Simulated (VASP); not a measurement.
# AlN (rocksalt type) (Fm-3m) in VASP: further runs

The runs below take AlN (rocksalt type) through single point, relaxation of cell and atoms, with PBE.

All numbers are computed with VASP 6.6.1; they aren't measurements. Logs are shortened: lines on timing, memory, paths and dates and some standing lists are left out, and cuts for length are marked.

### 1 The cell of the first run

It takes space group Fm-3m (No. 225, cubic). The conventional cell has a = 3.614 Å, b = 3.614 Å, c = 3.614 Å, α = 90.00°, β = 90.00°, γ = 90.00°. Al (site symmetry m-3m) has 6 N at 1.81 Å within 2.4 Å. N (site symmetry m-3m) has 6 Al at 1.81 Å within 2.4 Å.

### 2 Single point, PBE

The input, INCAR:

```
SYSTEM = AlN
ALGO = Normal
EDIFF = 1E-6
ENCUT = 520
GGA = PE
ISIF = 2
ISMEAR = -1
LASPH = .TRUE.
LCHARG = .FALSE.
LREAL = .FALSE.
LWAVE = .FALSE.
NBANDS = 11
NELM = 80
PREC = Accurate
SIGMA = 0.08
```

The input, KPOINTS:

```
k-points
0
G
  17 17 17
  0 0 0
```

The input, POSCAR:

```
AlN
1.0
    0.0000000000      1.8067640290      1.8067640290
    1.8067640290      0.0000000000      1.8067640290
    1.8067640290      1.8067640290      0.0000000000
Al N
1 1
Direct
    0.0000000000      0.0000000000      0.0000000000
    0.5000000000      0.5000000000      0.5000000000
```

Potentials or basis: VASP PAW PBE potentials, release 64 (Al, N).

Command:

```bash
> cat potpaw_PBE.64/Al/POTCAR potpaw_PBE.64/N/POTCAR > POTCAR
> mpirun -np 1 vasp_std > vasp.out
```

OUTCAR:

```text
SYSTEM = AlN
   EDIFF = 1E-6
   ENCUT = 520
   GGA = PE
   ISIF = 2
   ISMEAR = -1
   LASPH = .TRUE.
   LREAL = .FALSE.
   NELM = 80
   PREC = Accurate

 ion  position               nearest neighbor table
   1  0.000  0.000  0.000-   2 1.81   2 1.81   2 1.81   2 1.81   2 1.81   2 1.81
   2  0.500  0.500  0.500-   1 1.81   1 1.81   1 1.81   1 1.81   1 1.81   1 1.81

  LATTYP: Found a face centered cubic cell.
 ALAT       =     3.6135280580

  Lattice vectors:

 A1 = (   0.0000000000,   1.8067640290,   1.8067640290)
 A2 = (   1.8067640290,   0.0000000000,   1.8067640290)
 A3 = (   1.8067640290,   1.8067640290,   0.0000000000)

Analysis of symmetry for initial positions (statically):
[... 33 lines left out ...]
                                     Primitive cell

  volume of cell :      11.7960

  direct lattice vectors                    reciprocal lattice vectors
     0.000000000  1.806764029  1.806764029    -0.276737854  0.276737854  0.276737854
     1.806764029  0.000000000  1.806764029     0.276737854 -0.276737854  0.276737854
     1.806764029  1.806764029  0.000000000     0.276737854  0.276737854 -0.276737854

  length of vectors
     2.555150194  2.555150194  2.555150194     0.479324023  0.479324023  0.479324023

  position of ions in fractional coordinates (direct lattice)
[... 8 lines left out ...]
----------------------------------------------------------------------------------------

 KPOINTS: k-points

Automatic generation of k-mesh.
 Grid dimensions read from file:
 generate k-points for:   17   17   17

 Generating k-lattice:

  Cartesian coordinates                     Fractional coordinates (reciprocal lattice)
    -0.016278697  0.016278697  0.016278697     0.058823529  0.000000000  0.000000000
     0.016278697 -0.016278697  0.016278697     0.000000000  0.058823529  0.000000000
     0.016278697  0.016278697 -0.016278697     0.000000000  0.000000000  0.058823529

  Length of vectors
     0.028195531  0.028195531  0.028195531

  Shift w.r.t. Gamma in fractional coordinates (k-lattice)
     0.000000000  0.000000000  0.000000000

 Subroutine IBZKPT returns following result:
 ===========================================

 Found    165 irreducible k-points:

 Following reciprocal coordinates:
            Coordinates               Weight
  0.000000  0.000000  0.000000      1.000000
  0.058824  0.000000  0.000000      8.000000
  0.117647  0.000000  0.000000      8.000000
  0.176471  0.000000  0.000000      8.000000
  0.235294  0.000000  0.000000      8.000000
  0.294118  0.000000  0.000000      8.000000
[... 16 lines left out ...]
 -0.176471  0.058824  0.000000     24.000000
 -0.117647  0.058824  0.000000     24.000000
 [... further k-points ...]
   k-points           NKPTS =    165   k-points in BZ     NKDIM =    165   number of bands    NBANDS=     11
   number of dos      NEDOS =    301   number of ions     NIONS =      2
   total plane-waves  NPLWV =   8000
   dimension x,y,z NGX =    20 NGY =   20 NGZ =   20
   dimension x,y,z NGXF=    40 NGYF=   40 NGZF=   40
   ions per type =               1   1
   NGX,Y,Z   is equivalent  to a cutoff of  13.01, 13.01, 13.01 a.u.
   NGXF,Y,Z  is equivalent  to a cutoff of  26.03, 26.03, 26.03 a.u.
 SYSTEM =  AlN
   PREC   = accura    normal or accurate (medium, high low for compatibility)
   ISTART =      0    job   : 0-new  1-cont  2-samecut
   ICHARG =      2    charge: 1-file 2-atom 10-const
   ISPIN  =      1    spin polarized calculation?
   LNONCOLLINEAR =      F non collinear calculations
   LSORBIT =      F    spin-orbit coupling
   LASPH  =      T    aspherical Exc in radial PAW
   ENCUT  =  520.0 eV  38.22 Ry    6.18 a.u.   4.75  4.75  4.75*2*pi/ulx,y,z
   NELM   =     80;   NELMIN=  2; NELMDL= -5     # of ELM steps
   EDIFF  = 0.1E-05   stopping-criterion for ELM
   LREAL  =      F    real-space projection
   EDIFFG = 0.1E-04   stopping-criterion for IOM
   NSW    =      0    number of steps for IOM
   IBRION =     -1    ionic relax: 0-MD 1-quasi-New 2-CG
[... 8 lines left out ...]
   EMIN   =  10.00;   EMAX   =-10.00  energy-range for DOS
   EFERMI =   0.00;   METHOD = LEGACY
   ISMEAR =    -1;   SIGMA  =   0.08  broadening in eV -4-tet -1-fermi 0-gaus
   EFERMI_NEDOS =   21; number of points for ismear=-14 and -15
   IALGO  =     38    algorithm
   IMIX   =      4    mixing-type and parameters
     AMIX     =   0.40;   BMIX     =  1.00
     AMIX_MAG =   1.60;   BMIX_MAG =  1.00
  volume/ion in A,a.u.               =       5.90        39.80
  Fermi-wavevector in a.u.,A,eV,Ry     =   1.438335  2.718059 28.147837  2.068808
  Thomas-Fermi vector in A             =   2.557313
   LORBIT       =      0    0 simple, 1 ext, 2 COOP (PROOUT), +10 PAW based schemes
   GGA     = PE    functional components
   LHFCALC =     F    Hartree Fock is set to
   AEXX    =    0.0000 exact exchange contribution
   IVDW    =     0    specifies the selected vdW correction
   LEPSILON=     F    determine dielectric tensor
   LRPA    =     F    only Hartree local field effects (RPA)
 non-spin polarized calculation
  energy-cutoff  :      520.00
  volume of cell :       11.80
 maximum number of plane-waves:       331
   NGX =  9   NGY =  9   NGZ =  9

 number of electron       7.9999999 magnetization

 Free energy of the ion-electron system (eV)
  ---------------------------------------------------
  ext. energy  EPLUGINS =         0.00000000
  ---------------------------------------------------
  free energy    TOTEN  =       -12.41461113 eV

  energy without entropy =      -12.41461113  energy(sigma->0) =      -12.41461113

 E-fermi :  16.4773     XC(G=0): -13.9639

 val. band max:       15.0281220889   @ k =   0.0000   0.0000   0.0000
 cond. band min:      19.5098328607   @ k =   0.4706   0.4706   0.0000
 fundamental gap:      4.4817107718
 Fermi energy:        16.4773245101

 k-point     1 :       0.0000    0.0000    0.0000
  band No.  band energies     occupation
      1      -5.9984      2.00000
      2      15.0281      2.00000
      3      15.0281      2.00000
      4      15.0281      2.00000
      5      26.4654      0.00000
      6      28.1864      0.00000
      7      28.1864      0.00000
      8      28.1864      0.00000
      9      34.3440      0.00000
     10      35.3902      0.00000
     11      35.3902      0.00000

 k-point     2 :       0.0588    0.0000    0.0000
  band No.  band energies     occupation
      1      -5.9024      2.00000
      2      14.6179      2.00000
      3      14.9484      2.00000
      4      14.9484      2.00000
      5      26.6191      0.00000
      6      27.7873      0.00000
      7      28.3618      0.00000
      8      28.3618      0.00000
      9      35.0476      0.00000
     10      35.0476      0.00000
     11      35.2571      0.00000

 k-point     3 :       0.1176    0.0000    0.0000
  band No.  band energies     occupation
      1      -5.6163      2.00000
      2      13.5112      2.00000
      3      14.7288      2.00000
      4      14.7288      2.00000
      5      26.3152      0.00000
      6      27.8153      0.00000
      7      28.8292      0.00000
      8      28.8292      0.00000
      9      34.3911      0.00000
     10      34.3911      0.00000
     11      37.2343      0.00000

 k-point     4 :       0.1765    0.0000    0.0000
  band No.  band energies     occupation
      1      -5.1470      2.00000
      2      11.9642      2.00000
      3      14.4179      2.00000
      4      14.4179      2.00000
      5      25.4750      0.00000
      6      28.7062      0.00000
      7      29.3882      0.00000
      8      29.3882      0.00000
      9      33.9637      0.00000
     10      33.9637      0.00000
     11      38.4001      0.00000

 k-point     5 :       0.2353    0.0000    0.0000
  band No.  band energies     occupation
      1      -4.5070      2.00000
      2      10.2098      2.00000
      3      14.0726      2.00000
      4      14.0726      2.00000
      5      24.7469      0.00000
      6      29.7039      0.00000
      7      29.7039      0.00000
      8      29.7965      0.00000
      9      34.1997      0.00000
     10      34.1997      0.00000
     11      38.0817      0.00000

 k-point     6 :       0.2941    0.0000    0.0000
  band No.  band energies     occupation
      1      -3.7203      2.00000
      2       8.4183      2.00000
      3      13.7425      2.00000
      4      13.7425      2.00000
      5      24.2018      0.00000
      6      29.6362      0.00000
      7      29.6362      0.00000
      8      30.8944      0.00000
      9      35.2233      0.00000
     10      35.2233      0.00000
     11      37.4864      0.00000

 k-point     7 :       0.3529    0.0000    0.0000
  band No.  band energies     occupation
      1      -2.8333      2.00000
      2       6.7242      2.00000
      3      13.4655      2.00000
      4      13.4655      2.00000
      5      23.8259      0.00000
      6      29.3954      0.00000
      7      29.3954      0.00000
      8      31.8686      0.00000
      9      36.7476      0.00000
     10      36.7476      0.00000
     11      36.9468      0.00000

 k-point     8 :       0.4118    0.0000    0.0000
  band No.  band energies     occupation
      1      -1.9507      2.00000
      2       5.2822      2.00000
      3      13.2676      2.00000
      4      13.2676      2.00000
      5      23.5939      0.00000
      6      29.1710      0.00000
      7      29.1710      0.00000
      8      32.5903      0.00000
      9      36.5756      0.00000
     10      38.3999      0.00000
     11      38.3999      0.00000
[... 141 lines left out ...]
 k-point    19 :      -0.4118    0.0588    0.0000
  band No.  band energies     occupation
      1      -1.6317      2.00000
      2       4.9752      2.00000
      3      12.7978      2.00000
      4      13.2252      2.00000
      5      23.8566      0.00000
      6      28.7536      0.00000
      7      29.2491      0.00000
      8      32.7239      0.00000
      9      37.0293      0.00000
     10      38.1503      0.00000
     11      39.4601      0.00000

 k-point    20 :      -0.3529    0.0588    0.0000
  band No.  band energies     occupation
      1      -2.4610      2.00000
      2       6.2691      2.00000
      3      12.9140      2.00000
      4      13.4464      2.00000
      5      24.0371      0.00000
      6      29.0070      0.00000
      7      29.3874      0.00000
      8      32.0891      0.00000
      9      36.3439      0.00000
     10      37.2544      0.00000
     11      38.4140      0.00000

 k-point    21 :      -0.2941    0.0588    0.0000
  band No.  band energies     occupation
      1      -3.3575      2.00000
      2       7.8829      2.00000
      3      13.1309      2.00000
      4      13.7421      2.00000
      5      24.3398      0.00000
      6      29.2430      0.00000
      7      29.5982      0.00000
      8      31.2655      0.00000
      9      34.6563      0.00000
     10      36.7283      0.00000
     11      37.9915      0.00000

 k-point    22 :      -0.2353    0.0588    0.0000
  band No.  band energies     occupation
      1      -4.1806      2.00000
      2       9.6323      2.00000
      3      13.4340      2.00000
      4      14.0829      2.00000
      5      24.7883      0.00000
      6      29.0930      0.00000
      7      29.7263      0.00000
      8      30.6462      0.00000
      9      33.4166      0.00000
     10      35.5333      0.00000
     11      38.4888      0.00000

 k-point    23 :      -0.1765    0.0588    0.0000
  band No.  band energies     occupation
      1      -4.8700      2.00000
      2      11.3769      2.00000
      3      13.8005      2.00000
      4      14.4272      2.00000
      5      25.4046      0.00000
      6      28.3506      0.00000
      7      29.4911      0.00000
      8      30.3342      0.00000
      9      32.9944      0.00000
     10      34.8038      0.00000
     11      38.9212      0.00000

 k-point    24 :      -0.1176    0.0588    0.0000
  band No.  band energies     occupation
      1      -5.3961      2.00000
      2      12.9491      2.00000
      3      14.1992      2.00000
      4      14.7219      2.00000
      5      26.1916      0.00000
      6      27.5145      0.00000
      7      28.9500      0.00000
      8      29.7796      0.00000
      9      33.3828      0.00000
     10      34.7694      0.00000
     11      38.3369      0.00000

 [... further k-points ...]
[... 5 lines left out ...]
  --------------------------------------------------------------------------------------
  -------------------------------------------------------------------------------------
  Total       13.3285708     13.3285708     13.3285708     -0.0000000     -0.0000000      0.0000000
  in kB     1810.3388195   1810.3388195   1810.3388195     -0.0000000     -0.0000000      0.0000000
  external PRESSURE =    1810.3388195 kB  Pullay stress =       0.0000000 kB

 VOLUME and BASIS-vectors are now :
 -----------------------------------------------------------------------------
  energy-cutoff  :      520.00
  volume of cell :       11.80
      direct lattice vectors                 reciprocal lattice vectors
     0.000000000  1.806764029  1.806764029    -0.276737854  0.276737854  0.276737854
     1.806764029  0.000000000  1.806764029     0.276737854 -0.276737854  0.276737854
     1.806764029  1.806764029  0.000000000     0.276737854  0.276737854 -0.276737854

 POSITION                                       TOTAL-FORCE (eV/Angst)
 -----------------------------------------------------------------------------------
      0.00000      0.00000      0.00000        -0.000000     -0.000000      0.000000
      1.80676      1.80676      1.80676         0.000000      0.000000     -0.000000
 -----------------------------------------------------------------------------------
    total drift:                                0.000000      0.000000      0.000000

  FREE ENERGIE OF THE ION-ELECTRON SYSTEM (eV)
  ---------------------------------------------------
  free  energy   TOTEN  =       -12.4146111349 eV

  energy  without entropy=      -12.4146111348  energy(sigma->0) =      -12.41461113
```

It took 14 s on 1 thread of Intel Xeon 6975P-C (Granite Rapids), shared host; peak memory 0.13 GiB.

Results:

- Free energy: -12.4146 eV
- Pressure: 181.0 GPa
- Band gap on the k mesh: 4.48 eV, indirect (least direct gap 8.23 eV)

(Part 1 of 3 ends here.)
